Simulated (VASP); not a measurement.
# I (Pm-3m) in VASP: density of states with PBEsol

Aim: the density of states of I with PBEsol.

Program: VASP 6.6.1. These are calculated values, not measurements. Logs are shortened: lines on timing, memory, paths and dates and some standing lists are left out, and cuts for length are marked.

**1. The cell of the first run**

Symmetry: Pm-3m, No. 221, cubic system. The conventional cell has a = 3.203 Å, b = 3.203 Å, c = 3.203 Å, α = 90.00°, β = 90.00°, γ = 90.00°. Within 4.2 Å of I (site symmetry m-3m) lie 6 I at 3.20 Å.

**2. Density of states, PBEsol (volume scaled by 0.85)**

The input, POSCAR:

```
I
1.0
    3.2030471858      0.0000000000      0.0000000000
    0.0000000000      3.2030471858      0.0000000000
    0.0000000000      0.0000000000      3.2030471858
I
1
Direct
    0.0000000000      0.0000000000      0.0000000000
```

The input, INCAR.step1:

```
SYSTEM = I
PREC     = Accurate       ! precision mode
ENCUT    = 520            ! plane-wave cutoff, eV
EDIFF    = 1E-7           ! SCF threshold, eV
ISMEAR   = -1             ! smearing method
SIGMA    = 0.1            ! smearing width, eV
LREAL    = .FALSE.        ! projectors in reciprocal space
LASPH    = .TRUE.         ! aspherical terms in the spheres
NELM     = 60             ! most SCF steps
ALGO     = Normal         ! electronic algorithm
ISIF     = 2              ! what is computed and relaxed
LWAVE    = .FALSE.        ! write WAVECAR
LCHARG   = .TRUE.         ! write CHGCAR
GGA      = PS             ! functional
NBANDS   = 10             ! bands
```

The input, KPOINTS.step1:

```
Automatic mesh
0
G
  11 11 11
  0 0 0
```

The input, INCAR.step2:

```
SYSTEM = I
PREC     = Accurate       ! precision mode
ENCUT    = 520            ! plane-wave cutoff, eV
EDIFF    = 1E-7           ! SCF threshold, eV
ISMEAR   = -5             ! smearing method
SIGMA    = 0.1            ! smearing width, eV
LREAL    = .FALSE.        ! projectors in reciprocal space
LASPH    = .TRUE.         ! aspherical terms in the spheres
NELM     = 60             ! most SCF steps
ALGO     = Normal         ! electronic algorithm
ISIF     = 2              ! what is computed and relaxed
LWAVE    = .FALSE.        ! write WAVECAR
LCHARG   = .FALSE.        ! write CHGCAR
GGA      = PS             ! functional
LORBIT   = 11             ! projections on sites
NEDOS    = 2001           ! points of the DOS
ICHARG   = 11             ! starting density
```

The input, KPOINTS.step2:

```
Automatic mesh
0
G
  17 17 17
  0 0 0
```

Potentials or basis: VASP PAW PBE potentials, release 64 (I).

Started as:

```bash
cat potpaw_PBE.64/I/POTCAR > POTCAR
cp INCAR.step1 INCAR
cp KPOINTS.step1 KPOINTS
mpirun -np 1 vasp_std > vasp.out
cp INCAR.step2 INCAR
cp KPOINTS.step2 KPOINTS
mpirun -np 1 vasp_std > vasp.out
```

OUTCAR:

```text
SYSTEM = I
   PREC = Accurate
   ENCUT = 520
   EDIFF = 1E-7
   ISMEAR = -5
   LREAL = .FALSE.
   LASPH = .TRUE.
   NELM = 60
   ISIF = 2
   GGA = PS
   LORBIT = 11
   ICHARG = 11

 ion  position               nearest neighbor table
   1  0.000  0.000  0.000-

  LATTYP: Found a simple cubic cell.
 ALAT       =     3.2030471858

  Lattice vectors:

 A1 = (   3.2030471858,   0.0000000000,   0.0000000000)
 A2 = (   0.0000000000,   3.2030471858,   0.0000000000)
 A3 = (   0.0000000000,   0.0000000000,   3.2030471858)

Analysis of symmetry for initial positions (statically):
=====================================================================
 Subroutine PRICEL returns:
 Original cell was already a primitive cell.

 Routine SETGRP: Setting up the symmetry group for a
 simple cubic supercell.

 Subroutine GETGRP returns: Found 48 space group operations
[... 9 lines left out ...]

 Routine SETGRP: Setting up the symmetry group for a
 simple cubic supercell.

 Subroutine GETGRP returns: Found 48 space group operations
[... 11 lines left out ...]
                                     Primitive cell

  volume of cell :      32.8617

  direct lattice vectors                    reciprocal lattice vectors
     3.203047186  0.000000000  0.000000000     0.312202706  0.000000000  0.000000000
     0.000000000  3.203047186  0.000000000     0.000000000  0.312202706  0.000000000
     0.000000000  0.000000000  3.203047186     0.000000000  0.000000000  0.312202706

  length of vectors
     3.203047186  3.203047186  3.203047186     0.312202706  0.312202706  0.312202706

  position of ions in fractional coordinates (direct lattice)
     0.000000000  0.000000000  0.000000000

  ion indices of the primitive-cell ions
   primitive index   ion index
                 1           1

----------------------------------------------------------------------------------------

 KPOINTS: Automatic mesh

Automatic generation of k-mesh.
 Grid dimensions read from file:
 generate k-points for:   17   17   17

 Generating k-lattice:

  Cartesian coordinates                     Fractional coordinates (reciprocal lattice)
     0.018364865  0.000000000  0.000000000     0.058823529  0.000000000  0.000000000
     0.000000000  0.018364865  0.000000000     0.000000000  0.058823529  0.000000000
     0.000000000  0.000000000  0.018364865     0.000000000  0.000000000  0.058823529

  Length of vectors
     0.018364865  0.018364865  0.018364865

  Shift w.r.t. Gamma in fractional coordinates (k-lattice)
     0.000000000  0.000000000  0.000000000

 TETIRR: Found   2433 inequivalent tetrahedra from    29478

 Subroutine IBZKPT returns following result:
 ===========================================

 Found    165 irreducible k-points:

 Following reciprocal coordinates:
            Coordinates               Weight
  0.000000  0.000000  0.000000      1.000000
  0.058824  0.000000  0.000000      6.000000
  0.117647  0.000000  0.000000      6.000000
  0.176471  0.000000  0.000000      6.000000
  0.235294  0.000000  0.000000      6.000000
  0.294118  0.000000  0.000000      6.000000
[... 16 lines left out ...]
  0.411765  0.117647  0.000000     24.000000
  0.470588  0.117647  0.000000     24.000000
 [... further k-points ...]
   k-points           NKPTS =    165   k-points in BZ     NKDIM =    165   number of bands    NBANDS=      7
   number of dos      NEDOS =   2001   number of ions     NIONS =      1
   total plane-waves  NPLWV =  13824
   dimension x,y,z NGX =    24 NGY =   24 NGZ =   24
   dimension x,y,z NGXF=    48 NGYF=   48 NGZF=   48
   ions per type =               1
   NGX,Y,Z   is equivalent  to a cutoff of  12.46, 12.46, 12.46 a.u.
   NGXF,Y,Z  is equivalent  to a cutoff of  24.91, 24.91, 24.91 a.u.
 SYSTEM =  I
   PREC   = accura    normal or accurate (medium, high low for compatibility)
   ISTART =      0    job   : 0-new  1-cont  2-samecut
   ICHARG =     11    charge: 1-file 2-atom 10-const
   ISPIN  =      1    spin polarized calculation?
   LNONCOLLINEAR =      F non collinear calculations
   LSORBIT =      F    spin-orbit coupling
   LASPH  =      T    aspherical Exc in radial PAW
   ENCUT  =  520.0 eV  38.22 Ry    6.18 a.u.   5.96  5.96  5.96*2*pi/ulx,y,z
   NELM   =     60;   NELMIN=  2; NELMDL=  0     # of ELM steps
   EDIFF  = 0.1E-06   stopping-criterion for ELM
   LREAL  =      F    real-space projection
   EDIFFG = 0.1E-05   stopping-criterion for IOM
   NSW    =      0    number of steps for IOM
   IBRION =     -1    ionic relax: 0-MD 1-quasi-New 2-CG
   NFREE  =      0    steps in history (QN), initial steepest desc. (CG)
   ISIF   =      2    stress and relaxation
   ISYM   =      2    0-nonsym 1-usesym 2-fastsym
   POTIM  = 0.5000    time-step for ionic-motion
   TEBEG  =    0.0;   TEEND  =   0.0 temperature during run
   PSTRESS=    0.0 pullay stress
   NELECT =       7.0000    total number of electrons
   NUPDOWN=      -1.0000    fix difference up-down
   EMIN   =  10.00;   EMAX   =-10.00  energy-range for DOS
   EFERMI =   0.00;   METHOD = LEGACY
   ISMEAR =    -5;   SIGMA  =   0.10  broadening in eV -4-tet -1-fermi 0-gaus
   EFERMI_NEDOS =   21; number of points for ismear=-14 and -15
   IALGO  =     38    algorithm
   IMIX   =      4    mixing-type and parameters
     AMIX     =   0.40;   BMIX     =  1.00
     AMIX_MAG =   1.60;   BMIX_MAG =  1.00
  volume/ion in A,a.u.               =      32.86       221.76
  Fermi-wavevector in a.u.,A,eV,Ry     =   0.977712  1.847607 13.006085  0.955920
  Thomas-Fermi vector in A             =   2.108431
   LORBIT       =     11    0 simple, 1 ext, 2 COOP (PROOUT), +10 PAW based schemes
   GGA     = PS    functional components
   LHFCALC =     F    Hartree Fock is set to
   AEXX    =    0.0000 exact exchange contribution
   IVDW    =     0    specifies the selected vdW correction
   LEPSILON=     F    determine dielectric tensor
   LRPA    =     F    only Hartree local field effects (RPA)
 non-spin polarized calculation
 Fermi weights with tetrahedron method with Bloechl corrections
  energy-cutoff  :      520.00
  volume of cell :       32.86
 maximum number of plane-waves:       912
 NGX is ok and might be reduce to    24

 number of electron       7.0000002 magnetization

 Free energy of the ion-electron system (eV)
  ---------------------------------------------------
  ext. energy  EPLUGINS =         0.00000000
  ---------------------------------------------------
  free energy    TOTEN  =        -1.36312284 eV

  energy without entropy =       -1.36312284  energy(sigma->0) =       -1.36312284

 E-fermi :   6.1337     XC(G=0):  -9.3859

 val. band max:        6.1884425331   @ k =   0.2941   0.0588   0.0588
 cond. band min:       6.1543495033   @ k =   0.3529   0.2941   0.1176
 fundamental gap:     -0.0340930298
 Fermi energy:         6.1337193733

 k-point     1 :       0.0000    0.0000    0.0000
  band No.  band energies     occupation
      1      -9.0159      2.00000
      2       5.9052      2.00000
      3       5.9052      2.00000
      4       5.9052      2.00000
      5      11.7010      0.00000
      6      11.9599      0.00000
      7      11.9599      0.00000

 k-point     2 :       0.0588    0.0000    0.0000
  band No.  band energies     occupation
      1      -8.9808      2.00000
      2       5.5093      2.00000
      3       5.9353      2.00000
      4       5.9353      2.00000
      5      11.8065      0.00000
      6      11.9967      0.00000
      7      12.3828      0.00000

 k-point     3 :       0.1176    0.0000    0.0000
  band No.  band energies     occupation
      1      -8.8774      2.00000
      2       4.5861      2.00000
      3       6.0232      1.99790
      4       6.0232      2.04339
      5      11.9570      0.00000
      6      12.1059      0.00000
      7      13.5465      0.00000

 k-point     4 :       0.1765    0.0000    0.0000
  band No.  band energies     occupation
      1      -8.7117      2.00000
      2       3.4909      2.00000
      3       6.1617      1.78396
      4       6.1617      0.89598
      5      12.1824      0.00000
      6      12.2838      0.00000
      7      15.0362      0.00000

 k-point     5 :       0.2353    0.0000    0.0000
  band No.  band energies     occupation
      1      -8.4954      2.00000
      2       2.4056      2.00000
      3       6.3378      0.29766
      4       6.3378     -0.02464
      5      12.4934      0.00000
      6      12.5231      0.00000
      7      16.5323      0.00000

 k-point     6 :       0.2941    0.0000    0.0000
  band No.  band energies     occupation
      1      -8.2477      2.00000
      2       1.4217      2.00000
      3       6.5323     -0.28514
      4       6.5323     -0.02797
      5      12.8097      0.00000
      6      12.8905      0.00000
      7      17.3847      0.00000

 k-point     7 :       0.3529    0.0000    0.0000
  band No.  band energies     occupation
      1      -7.9984      2.00000
      2       0.6022      2.00000
      3       6.7198      0.00000
      4       6.7198      0.00000
      5      13.1170      0.00000
      6      13.3701      0.00000
      7      17.0591      0.00000
[... 121 lines left out ...]
 k-point    20 :       0.2353    0.1176    0.0000
  band No.  band energies     occupation
      1      -8.3570      2.00000
      2       2.5405      2.00000
      3       5.0607      2.01679
      4       6.4540     -0.12522
      5      12.6524      0.00000
      6      13.9609      0.00000
      7      16.0955      0.00000

 k-point    21 :       0.2941    0.1176    0.0000
  band No.  band energies     occupation
      1      -8.1094      2.00000
      2       1.5581      2.00000
      3       5.2795      2.09069
      4       6.6477     -0.04962
      5      12.9767      0.00000
      6      14.0738      0.00000
      7      15.8620      0.00000

 k-point    22 :       0.3529    0.1176    0.0000
  band No.  band energies     occupation
      1      -7.8602      2.00000
      2       0.7395      2.00000
      3       5.4945      2.10012
      4       6.8341      0.00000
      5      13.3219      0.00000
      6      14.0274      0.00000
      7      15.5958      0.00000

 k-point    23 :       0.4118    0.1176    0.0000
  band No.  band energies     occupation
      1      -7.6509      2.00000
      2       0.1435      2.00000
      3       5.6704      1.97356
      4       6.9835      0.00000
      5      13.5408      0.00000
      6      13.9413      0.00000
      7      15.6235      0.00000

 k-point    24 :       0.4706    0.1176    0.0000
  band No.  band energies     occupation
      1      -7.5290      2.00000
      2      -0.1737      2.00000
      3       5.7707      1.86006
      4       7.0673      0.00000
      5      13.4841      0.00000
      6      14.0681      0.00000
      7      15.7532      0.00000

 [... further k-points ...]

------------------------ aborting loop because EDIFF is reached ----------------------------------------

  FORCE on cell =-STRESS in cart. coord.  units (eV):
  Direction    XX          YY          ZZ          XY          YZ          ZX
  --------------------------------------------------------------------------------------
  -------------------------------------------------------------------------------------
  Total        1.4527887      1.4527887      1.4527887      0.0000000      0.0000000     -0.0000000
  in kB       70.8309450     70.8309450     70.8309450      0.0000000      0.0000000     -0.0000000
  external PRESSURE =      70.8309450 kB  Pullay stress =       0.0000000 kB

 VOLUME and BASIS-vectors are now :
 -----------------------------------------------------------------------------
  energy-cutoff  :      520.00
  volume of cell :       32.86
      direct lattice vectors                 reciprocal lattice vectors
     3.203047186  0.000000000  0.000000000     0.312202706  0.000000000  0.000000000
     0.000000000  3.203047186  0.000000000     0.000000000  0.312202706  0.000000000
     0.000000000  0.000000000  3.203047186     0.000000000  0.000000000  0.312202706

 POSITION                                       TOTAL-FORCE (eV/Angst)
 -----------------------------------------------------------------------------------
      0.00000      0.00000      0.00000         0.000000      0.000000      0.000000
 -----------------------------------------------------------------------------------
    total drift:                               -0.000000      0.000000     -0.000000

  FREE ENERGIE OF THE ION-ELECTRON SYSTEM (eV)
  ---------------------------------------------------
  free  energy   TOTEN  =        -1.3631228388 eV

  energy  without entropy=       -1.3631228388  energy(sigma->0) =       -1.36312284

 total charge

# of ion       s       p       d       tot
------------------------------------------
    1        1.563   2.605   0.046   4.214
```

Wall time 22 s (1 thread of Intel Xeon Platinum 8259CL at 2.50GHz (Skylake/Cascade Lake), shared host); peak memory 0.16 GiB.

Results:

```
Valence electrons inside the program's atomic spheres : I 4.21
```

Caveat: the PAW data sets were made with another functional, which shifts forces and pressure a little; spin-orbit coupling is left out, which moves the levels of the heavy elements; an odd number of electrons without spin polarisation forces a metal; a magnetic or distorted state may lie lower; tetrahedron occupations give inexact forces and stress in metals.
